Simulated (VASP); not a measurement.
Runs of VASP 6.6.1 on Sc. The structure is that of space group P6_3/mmc (No. 194), or close to it. The cells are those of the table. 

| task | cell | gap on the mesh (eV) | pressure (GPa) |
| --- | --- | --- | --- |
| electric field gradients | a = 3.309, b = 3.309, c = 5.268 Å, angles 90.0, 90.0, 120.0°, 2 atoms | none | -0.6 |
| electric field gradients | a = 3.336, b = 3.336, c = 5.312 Å, angles 90.0, 90.0, 120.0°, 2 atoms | none | -1.9 |
| single point | a = 3.363, b = 3.363, c = 5.354 Å, angles 90.0, 90.0, 120.0°, 2 atoms | none | -3.0 |
| electric field gradients | a = 3.253, b = 3.253, c = 5.179 Å, angles 90.0, 90.0, 120.0°, 2 atoms | none | (a) |
| electric field gradients | a = 3.363, b = 3.363, c = 5.354 Å, angles 90.0, 90.0, 120.0°, 2 atoms | none | -3.0 |

Alike in all rows: level PBE; potentials or basis VASP PAW PBE potentials, release 64 (Sc_sv); no spin polarisation; k mesh 13 × 13 × 7; cutoff (eV) 520; smearing fermi-dirac 0.03 eV.

Estimate the missing entries.

(a) 2.3.

A gap of «none» marks levels without a gap at the run's occupations.
